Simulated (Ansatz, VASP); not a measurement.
**One calculation of Al3GaN4, two programs**

```
Al Ga N
1.0
     0.00000   -4.40699    0.00000
     0.00000    0.00000   -4.40699
     8.81399   -0.73465    0.73465
Al Ga N
6 2 8
Direct
  0.48980 0.01020 0.06120
  0.40645 0.09355 0.56120
  0.98980 0.51020 0.06120
  0.90645 0.59355 0.56120
  0.44812 0.55188 0.31120
  0.36477 0.63523 0.81120
  0.94812 0.05188 0.31120
  0.86477 0.13523 0.81120
  0.22469 0.77531 0.18355
  0.14134 0.85866 0.68355
  0.71411 0.28589 0.18355
  0.63076 0.36924 0.68355
  0.09879 0.41180 0.93885
  0.18214 0.32845 0.43885
  0.58820 0.90121 0.93885
  0.67155 0.81786 0.43885
```

Alike in both runs: task single point; functional PBEsol; k mesh 5 × 5 × 3; occupations gaussian, width 0.05 eV; no spin polarisation.

```csv
,VASP,Ansatz
version,VASP 6.6.1,Ansatz 0.2.0
potentials or method,"VASP PAW PBE potentials, release 64 (Al, Ga_d, N), cutoff 520 eV","scalar-relativistic, plane waves, PAW"
valence electrons in the cell,84,84
```

|  | VASP | Ansatz | Ansatz less VASP |
| --- | --- | --- | --- |
| gap on the k mesh at the Fermi level (eV) | 2.57 | 2.57 | -0.005 |
| least direct gap on the mesh (eV) | 2.57 | 2.57 | -0.005 |
| rms of the force components (eV/Å) | 17.287 | 18.641 | +1.3542 |

VASP's potentials were made for PBE, not for PBEsol. Atom by atom the forces differ by 1.354 eV/Å (rms over components).
